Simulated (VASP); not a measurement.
MoSe, 2 atoms in the cell. It takes space group F-43m (No. 216, cubic). The conventional cell has a = 5.679 Å, b = 5.679 Å, c = 5.679 Å, α = 90.00°, β = 90.00°, γ = 90.00°. Mo (site symmetry -43m) has 4 Se at 2.46 Å within 3.2 Å. Within 3.2 Å of Se (site symmetry -43m) lie 4 Mo at 2.46 Å. 

| Property | Result |
| --- | --- |
| Program | VASP 6.6.1 |
| Task | single point |
| Functional | PBE |
| Potentials or basis | VASP PAW PBE potentials, release 64 (Mo_sv, Se) |
| Cutoff | 520 eV |
| k mesh | 12 × 12 × 12 |
| Occupations | gaussian, width 0.1 eV |
| Spin | collinear spin |
| Starting moments | [0.92, 0.0] μB |
| Dipole correction | no |
| Further INCAR settings | ALGO = Normal; EDIFF = 1e-06; NBANDS = 21 |

Potentials or basis: VASP PAW PBE potentials, release 64 (Mo_sv, Se).

Run with:

```console
$ cat potpaw_PBE.64/Mo_sv/POTCAR potpaw_PBE.64/Se/POTCAR > POTCAR
$ mpirun -np 1 vasp_std > vasp.out
```

Hardware: 1 thread of Intel(R) Xeon(R) 6975P-C (Granite Rapids), on a shared host.

Estimate the wall time of this run.

Wall time 54 s on 1 thread of Intel(R) Xeon(R) 6975P-C (Granite Rapids) (shared host), peak memory 0.26 GiB. Counts: scf iterations 14, k points 72.
